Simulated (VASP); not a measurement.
# MoSe in VASP: a series of runs

The runs below take MoSe through single point, with PBE.

All numbers are computed with VASP 6.6.1; they aren't measurements. Logs are shortened: lines on timing, memory, paths and dates and some standing lists are left out, and cuts for length are marked.

## Step 1: The cell of the first run

Symmetry: F-43m, No. 216, cubic system. Conventional cell: a = 5.681 Å, b = 5.681 Å, c = 5.681 Å, α = 90.00°, β = 90.00°, γ = 90.00°. Within 3.2 Å of Mo (site symmetry -43m) lie 4 Se at 2.46 Å. Within 3.2 Å of Se (site symmetry -43m) lie 4 Mo at 2.46 Å.

## Step 2: Single point, PBE, collinear spin

Input file INCAR:

```
SYSTEM = MoSe
ALGO = Normal
EDIFF = 1E-7
ENCUT = 520
GGA = PE
ISIF = 2
ISMEAR = 0
ISPIN = 2
LASPH = .True.
LCHARG = .False.
LMAXMIX = 4
LORBIT = 11
LREAL = .False.
LWAVE = .False.
MAGMOM = 3 -3 0 0
NBANDS = 32
NELM = 150
PREC = Accurate
SIGMA = 0.05
```

Input file KPOINTS:

```
k-points
0
Gamma
  10 10 5
  0 0 0
```

Input file POSCAR:

```
MoSe
1.0
    0.0000000000      2.8405191460      2.8405191460
    2.8405191460      0.0000000000      2.8405191460
    5.6810382920      5.6810382920      0.0000000000
Mo Se
2 2
Direct
    0.0000000000      0.0000000000      0.0000000000
    0.0000000000      0.0000000000      0.5000000000
    0.2500000000      0.2500000000      0.1250000000
    0.2500000000      0.2500000000      0.6250000000
```

Potentials or basis: VASP PAW PBE potentials, release 64 (Mo_sv, Se).

Launch:

```bash
> cat potpaw_PBE.64/Mo_sv/POTCAR potpaw_PBE.64/Se/POTCAR > POTCAR
> mpirun -np 1 vasp_std > vasp.out
```

OUTCAR:

```text
SYSTEM = MoSe
   EDIFF = 1E-7
   ENCUT = 520
   GGA = PE
   ISIF = 2
   ISMEAR = 0
   ISPIN = 2
   LASPH = .True.
   LORBIT = 11
   LREAL = .False.
   NELM = 150
   PREC = Accurate

 ion  position               nearest neighbor table
   1  0.000  0.000  0.000-   3 2.46   4 2.46   3 2.46   3 2.46
   2  0.000  0.000  0.500-   3 2.46   4 2.46   4 2.46   4 2.46
   3  0.250  0.250  0.125-   1 2.46   1 2.46   1 2.46   2 2.46
   4  0.250  0.250  0.625-   2 2.46   2 2.46   1 2.46   2 2.46

  LATTYP: Found a trigonal (rhomboedric) cell.
 ALAT       =     6.9578225123
 COS(alpha) =     0.8333333333

  Lattice vectors:

 A1 = (   5.6810382920,   2.8405191460,  -2.8405191460)
 A2 = (   2.8405191460,   2.8405191460,  -5.6810382920)
 A3 = (   2.8405191460,   5.6810382920,  -2.8405191460)

Analysis of symmetry for initial positions (statically):
=====================================================================
 Subroutine PRICEL returns following result:

  LATTYP: Found a face centered cubic cell.
 ALAT       =     5.6810382920
[... 12 lines left out ...]
 Subroutine GETGRP returns: Found  6 space group operations
 (whereof  6 operations were pure point group operations)
 out of a pool of 12 trial point group operations.

The static configuration has the point symmetry C_3v.

Analysis of symmetry for dynamics (positions and initial velocities):
=====================================================================
 Subroutine PRICEL returns following result:

  LATTYP: Found a face centered cubic cell.
 ALAT       =     5.6810382920
[... 12 lines left out ...]
 Subroutine GETGRP returns: Found  6 space group operations
 (whereof  6 operations were pure point group operations)
 out of a pool of 12 trial point group operations.

The dynamic configuration has the point symmetry C_3v.

Analysis of structural, dynamic, and magnetic symmetry:
=====================================================================
 Subroutine PRICEL returns following result:

  LATTYP: Found a face centered cubic cell.
 ALAT       =     5.6810382920
[... 12 lines left out ...]
 Subroutine GETGRP returns: Found  6 space group operations
 (whereof  6 operations were pure point group operations)
 out of a pool of 12 trial point group operations.

The overall configuration has the point symmetry C_3v.

 Subroutine INISYM returns: Found  6 space group operations
 (whereof  6 operations are pure point group operations),
 and found     2 'primitive' translations

----------------------------------------------------------------------------------------

                                     Primitive cell

  volume of cell :      45.8377

  direct lattice vectors                    reciprocal lattice vectors
     0.000000000  2.840519146  2.840519146    -0.176024161  0.176024161  0.176024161
     2.840519146  0.000000000  2.840519146     0.176024161 -0.176024161  0.176024161
     2.840519146  2.840519146  0.000000000     0.176024161  0.176024161 -0.176024161

  length of vectors
     4.017100700  4.017100700  4.017100700     0.304882791  0.304882791  0.304882791

  position of ions in fractional coordinates (direct lattice)
     0.000000000  0.000000000  0.000000000
     0.250000000  0.250000000  0.250000000

  ion indices of the primitive-cell ions
   primitive index   ion index
                 1           1
                 2           3

----------------------------------------------------------------------------------------

 KPOINTS: k-points

Automatic generation of k-mesh.
 Grid dimensions read from file:
 generate k-points for:   10   10    5

 Generating k-lattice:

  Cartesian coordinates                     Fractional coordinates (reciprocal lattice)
    -0.017602416  0.017602416  0.017602416     0.100000000  0.000000000  0.000000000
     0.017602416 -0.017602416  0.017602416     0.000000000  0.100000000  0.000000000
     0.017602416  0.017602416 -0.017602416     0.000000000  0.000000000  0.200000000

  Length of vectors
     0.030488279  0.030488279  0.030488279

  Shift w.r.t. Gamma in fractional coordinates (k-lattice)
[... 24 lines left out ...]
 Found     58 irreducible k-points:

 Following reciprocal coordinates:
            Coordinates               Weight
  0.000000  0.000000  0.000000      1.000000
  0.100000  0.000000  0.000000      6.000000
  0.200000  0.000000  0.000000      6.000000
  0.300000  0.000000  0.000000      6.000000
  0.400000  0.000000  0.000000      6.000000
  0.500000  0.000000  0.000000      3.000000
[... 16 lines left out ...]
  0.300000  0.300000  0.000000      6.000000
  0.400000  0.300000  0.000000     12.000000
 [... further k-points ...]
   k-points           NKPTS =     58   k-points in BZ     NKDIM =     58   number of bands    NBANDS=     32
   number of dos      NEDOS =    301   number of ions     NIONS =      4
   total plane-waves  NPLWV =  54000
   dimension x,y,z NGX =    30 NGY =   30 NGZ =   60
   dimension x,y,z NGXF=    60 NGYF=   60 NGZF=  120
   ions per type =               2   2
   NGX,Y,Z   is equivalent  to a cutoff of  12.42, 12.42, 12.42 a.u.
   NGXF,Y,Z  is equivalent  to a cutoff of  24.83, 24.83, 24.83 a.u.
 SYSTEM =  MoSe
   PREC   = accura    normal or accurate (medium, high low for compatibility)
   ISTART =      0    job   : 0-new  1-cont  2-samecut
   ICHARG =      2    charge: 1-file 2-atom 10-const
   ISPIN  =      2    spin polarized calculation?
   LNONCOLLINEAR =      F non collinear calculations
   LSORBIT =      F    spin-orbit coupling
   LASPH  =      T    aspherical Exc in radial PAW
   ENCUT  =  520.0 eV  38.22 Ry    6.18 a.u.   7.47  7.47 14.94*2*pi/ulx,y,z
   NELM   =    150;   NELMIN=  2; NELMDL= -5     # of ELM steps
   EDIFF  = 0.1E-06   stopping-criterion for ELM
   LREAL  =      F    real-space projection
   EDIFFG = 0.1E-05   stopping-criterion for IOM
   NSW    =      0    number of steps for IOM
   IBRION =     -1    ionic relax: 0-MD 1-quasi-New 2-CG
   NFREE  =      0    steps in history (QN), initial steepest desc. (CG)
   ISIF   =      2    stress and relaxation
   ISYM   =      2    0-nonsym 1-usesym 2-fastsym
   POTIM  = 0.5000    time-step for ionic-motion
   TEBEG  =    0.0;   TEEND  =   0.0 temperature during run
   PSTRESS=    0.0 pullay stress
   NELECT =      40.0000    total number of electrons
   NUPDOWN=      -1.0000    fix difference up-down
   EMIN   =  10.00;   EMAX   =-10.00  energy-range for DOS
   EFERMI =   0.00;   METHOD = LEGACY
   ISMEAR =     0;   SIGMA  =   0.05  broadening in eV -4-tet -1-fermi 0-gaus
   EFERMI_NEDOS =   21; number of points for ismear=-14 and -15
   IALGO  =     38    algorithm
   IMIX   =      4    mixing-type and parameters
     AMIX     =   0.40;   BMIX     =  1.00
     AMIX_MAG =   1.60;   BMIX_MAG =  1.00
  volume/ion in A,a.u.               =      22.92       154.66
  Fermi-wavevector in a.u.,A,eV,Ry     =   1.241682  2.346439 20.977117  1.541775
  Thomas-Fermi vector in A             =   2.376069
   LORBIT       =     11    0 simple, 1 ext, 2 COOP (PROOUT), +10 PAW based schemes
   GGA     = PE    functional components
   LHFCALC =     F    Hartree Fock is set to
   AEXX    =    0.0000 exact exchange contribution
   IVDW    =     0    specifies the selected vdW correction
   LEPSILON=     F    determine dielectric tensor
   LRPA    =     F    only Hartree local field effects (RPA)
 spin polarized calculation
 Gauss-broadening in eV      SIGMA  =   0.05
  energy-cutoff  :      520.00
  volume of cell :       91.68
 maximum number of plane-waves:      2492
 NGX is ok and might be reduce to    30
   NGX = 15   NGY = 15   NGZ = 29

 number of electron      39.9999997 magnetization      -0.0000000

 number of electron      39.9999997 magnetization       0.0000000

 Free energy of the ion-electron system (eV)
  ---------------------------------------------------
  ext. energy  EPLUGINS =         0.00000000
  ---------------------------------------------------
  free energy    TOTEN  =       -26.96181192 eV

  energy without entropy =      -26.95460297  energy(sigma->0) =      -26.95820744

 E-fermi :   6.2155     XC(G=0): -10.2311

 val. band max:        6.2145641784   @ k =   0.0000   0.0000   0.0000
 cond. band min:       6.2165486979   @ k =  -0.4000   0.1000   0.0000
 fundamental gap:      0.0019845195
 Fermi energy:         6.2154546322

 spin component 1

 k-point     1 :       0.0000    0.0000    0.0000
  band No.  band energies     occupation
      1     -54.8722      1.00000
      2     -54.3542      1.00000
      3     -29.0645      1.00000
      4     -29.0645      1.00000
      5     -29.0355      1.00000
      6     -28.4906      1.00000
[... 829 lines left out ...]
     31      14.3653      0.00000
     32      15.3057      0.00000

 [... further k-points ...]

 spin component 2

 k-point     1 :       0.0000    0.0000    0.0000
  band No.  band energies     occupation
      1     -54.8722      1.00000
      2     -54.3542      1.00000
      3     -29.0645      1.00000
      4     -29.0645      1.00000
      5     -29.0355      1.00000
      6     -28.4906      1.00000
[... 829 lines left out ...]
     31      14.3653      0.00000
     32      15.3057      0.00000

 [... further k-points ...]

------------------------ aborting loop because EDIFF is reached ----------------------------------------

  FORCE on cell =-STRESS in cart. coord.  units (eV):
  Direction    XX          YY          ZZ          XY          YZ          ZX
  --------------------------------------------------------------------------------------
  -------------------------------------------------------------------------------------
  Total       -0.3086240     -0.3086240     -0.3086240      0.0746050     -0.0746050     -0.0746050
  in kB       -5.3937047     -5.3937047     -5.3937047      1.3038436     -1.3038436     -1.3038436
  external PRESSURE =      -5.3937047 kB  Pullay stress =       0.0000000 kB

 VOLUME and BASIS-vectors are now :
 -----------------------------------------------------------------------------
  energy-cutoff  :      520.00
  volume of cell :       91.68
      direct lattice vectors                 reciprocal lattice vectors
     0.000000000  2.840519146  2.840519146    -0.176024161  0.176024161  0.176024161
     2.840519146  0.000000000  2.840519146     0.176024161 -0.176024161  0.176024161
     5.681038292  5.681038292  0.000000000     0.088012081  0.088012081 -0.088012081

 POSITION                                       TOTAL-FORCE (eV/Angst)
 -----------------------------------------------------------------------------------
      0.00000      0.00000      0.00000        -0.069111     -0.069111      0.069111
      2.84052      2.84052      0.00000        -0.069111     -0.069111      0.069111
      1.42026      1.42026      1.42026         0.069111      0.069111     -0.069111
      4.26078      4.26078      1.42026         0.069111      0.069111     -0.069111
 -----------------------------------------------------------------------------------
    total drift:                                0.000019      0.000019     -0.000019

  FREE ENERGIE OF THE ION-ELECTRON SYSTEM (eV)
  ---------------------------------------------------
  free  energy   TOTEN  =       -26.9618119191 eV

  energy  without entropy=      -26.9546029708  energy(sigma->0) =      -26.95820744

 total charge

# of ion       s       p       d       tot
------------------------------------------
    1        2.252   6.098   4.088  12.437
    2        2.252   6.098   4.088  12.437
    3        1.428   2.408   0.132   3.968
    4        1.428   2.408   0.132   3.968
--------------------------------------------------
tot          7.360  17.011   8.438  32.810

 magnetization (x)

# of ion       s       p       d       tot
------------------------------------------
    1        0.011   0.008   0.801   0.819
    2       -0.011  -0.008  -0.801  -0.819
    3       -0.002  -0.014   0.009  -0.007
    4        0.002   0.014  -0.009   0.007
--------------------------------------------------
tot          0.000   0.000   0.000   0.000
```

It took 8.2 min on 1 thread of Intel Xeon Platinum 8259CL at 2.50GHz (Skylake/Cascade Lake), shared host; peak memory 0.42 GiB.

What came out:

```
Free energy                                           : -26.9618 eV
Pressure                                              : -0.5 GPa
Band gap on the k mesh                                : zero (filled and empty bands overlap)
Net moment                                            : 0.00 μB per cell
Site moments                                          : Mo +0.82, -0.82; Se -0.01, +0.01 μB
Valence electrons inside the program's atomic spheres : Mo 12.44; Se 3.97
```

## Step 3: Single point, PBE, collinear spin (atoms moved at random and the cell strained at random)

Input file INCAR:

```
SYSTEM = MoSe
PREC     = Accurate       ! precision mode
ENCUT    = 520            ! plane-wave cutoff, eV
EDIFF    = 1E-7           ! SCF threshold, eV
ISMEAR   = 0              ! smearing method
SIGMA    = 0.05           ! smearing width, eV
LREAL    = .False.        ! projectors in reciprocal space
LASPH    = .True.         ! aspherical terms in the spheres
NELM     = 150            ! most SCF steps
ALGO     = Normal         ! electronic algorithm
ISIF     = 2              ! what is computed and relaxed
LWAVE    = .False.        ! write WAVECAR
LCHARG   = .False.        ! write CHGCAR
ISPIN    = 2              ! spin polarisation
MAGMOM   = 0.91 0         ! initial moments
LORBIT   = 11             ! projections on sites
LMAXMIX  = 4              ! l up to which the mixer works
GGA      = PE             ! functional
NBANDS   = 21             ! bands
```

Input file KPOINTS:

```
Automatic mesh
0
Gamma
  10 10 10
  0 0 0
```

Input file POSCAR:

```
MoSe
1.0
    0.0055870134      2.8282485512      2.9301991099
    2.8154694982      0.0458584109      2.8899277124
    2.8019716388      2.7744792943      0.0593562703
Mo Se
1 1
Direct
   -0.0023392907      0.0028973864      0.0080601587
    0.2523392907      0.2471026136      0.2419398413
```

Potentials or basis: VASP PAW PBE potentials, release 64 (Mo_sv, Se).

Launch:

```bash
> cat potpaw_PBE.64/Mo_sv/POTCAR potpaw_PBE.64/Se/POTCAR > POTCAR
> mpirun -np 1 vasp_std > vasp.out
```

Wall time 25 min (1 thread of Oxide Virtual Turin-like, shared host); peak memory 0.72 GiB.

It converged, with:

```
Free energy                                           : -13.4896 eV
Pressure                                              : 1.9 GPa
Largest force                                         : 0.243 eV/Å
Net moment                                            : 1.08 μB per cell
Site moments                                          : Mo +0.96; Se -0.01 μB
Valence electrons inside the program's atomic spheres : Mo 12.46; Se 3.98
```

Forces on the atoms (eV/Å):
```
Mo  -0.060 -0.208 -0.110
Se   0.060  0.208  0.110
```

Stress tensor (GPa, compression positive):
```
1.79 0.57 1.43
0.57 1.75 1.05
1.43 1.05 2.05
```

Levels at points of the mesh, in eV from the Fermi level:
Spin up:
```tsv
k point	band 8	band 9	band 10	band 11	band 12	band 13	band 14	band 15
(0.00, 0.00, 0.00)	-4.88	-1.10	-0.95	1.18	3.85	4.15	4.34	7.03
(0.50, 0.00, 0.00)	-4.55	-0.81	-0.58	-0.28	1.93	2.28	3.83	8.03
(0.00, 0.50, 0.00)	-4.61	-0.78	-0.54	-0.21	1.93	2.31	3.70	8.20
(0.50, 0.50, 0.00)	-3.81	-1.74	-0.39	-0.25	0.45	0.52	5.89	7.29
(0.00, 0.00, 0.50)	-4.68	-0.70	-0.57	-0.14	2.02	2.37	3.65	8.20
(0.50, 0.00, 0.50)	-3.90	-1.59	-0.35	-0.15	0.47	0.58	5.74	7.05
(0.00, 0.50, 0.50)	-3.79	-1.65	-0.43	-0.11	0.44	0.58	5.74	7.17
(0.50, 0.50, 0.50)	-4.47	-0.78	-0.65	-0.37	1.83	2.09	3.86	8.10
```
Spin down:
| k point | band 6 | band 7 | band 8 | band 9 | band 10 | band 11 | band 12 | band 13 |
| --- | --- | --- | --- | --- | --- | --- | --- | --- |
| (0.00, 0.00, 0.00) | -4.94 | -4.80 | -4.68 | -0.22 | 0.01 | 1.37 | 4.10 | 4.42 |
| (0.50, 0.00, 0.00) | -5.58 | -4.45 | -4.32 | -0.07 | 0.26 | 0.31 | 2.27 | 2.59 |
| (0.00, 0.50, 0.00) | -5.51 | -4.53 | -4.38 | 0.01 | 0.25 | 0.42 | 2.27 | 2.62 |
| (0.50, 0.50, 0.00) | -5.99 | -3.72 | -3.68 | -1.40 | 0.34 | 0.73 | 0.92 | 0.97 |
| (0.00, 0.00, 0.50) | -5.47 | -4.58 | -4.46 | 0.17 | 0.25 | 0.40 | 2.35 | 2.69 |
| (0.50, 0.00, 0.50) | -5.93 | -3.91 | -3.77 | -1.26 | 0.47 | 0.77 | 0.91 | 1.04 |
| (0.00, 0.50, 0.50) | -5.94 | -3.92 | -3.65 | -1.32 | 0.42 | 0.80 | 0.90 | 1.00 |
| (0.50, 0.50, 0.50) | -5.59 | -4.37 | -4.22 | -0.10 | 0.09 | 0.31 | 2.16 | 2.42 |

Caveat: the cell differs from its parent crystal (atoms moved at random and the cell strained at random).
